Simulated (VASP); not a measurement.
A run of VASP 6.6.1 is set up as follows.

INCAR

```
SYSTEM = Ca2BF
ALGO = Normal ; EDIFF = 1E-7
ENCUT = 520 ; GGA = PE
ISIF = 2 ; ISMEAR = 0
LASPH = .TRUE. ; LCHARG = .FALSE.
LREAL = .FALSE. ; LWAVE = .FALSE.
NBANDS = 23 ; NELM = 60
PREC = Accurate ; SIGMA = 0.1
```

File KPOINTS:

```
k-points
0
G
  6 6 4
  0 0 0
```

POSCAR

```
Ca2BF
1.0
    3.5516889600      0.0000000000      0.0000000000
   -1.7758444800      3.0758528700      0.0000000000
    0.0000000000      0.0000000000      5.8087244000
Ca B F
2 1 1
Direct
    0.3333333300      0.6666666700      0.6976160900
    0.6666666700      0.3333333300      0.3023839100
    0.0000000000      0.0000000000      0.0000000000
    0.0000000000      0.0000000000      0.5000000000
```

Potentials or basis: VASP PAW PBE potentials, release 64 (Ca_sv, B, F).

Launch:

```sh
$ cat potpaw_PBE.64/Ca_sv/POTCAR potpaw_PBE.64/B/POTCAR potpaw_PBE.64/F/POTCAR > POTCAR
$ mpirun -np 1 vasp_std > vasp.out
```

(1) What does it give for the largest force?

(2) What does it give for the band gap on the k mesh?

Answers

(1) 3.031 eV/Å.

(2) zero (band 15 reaches 5.99 eV, above the bottom of band 16 at 4.41 eV).

Caveat: forces of over 1 eV/Å act on the atoms, so gaps and moduli don't describe the material at rest.
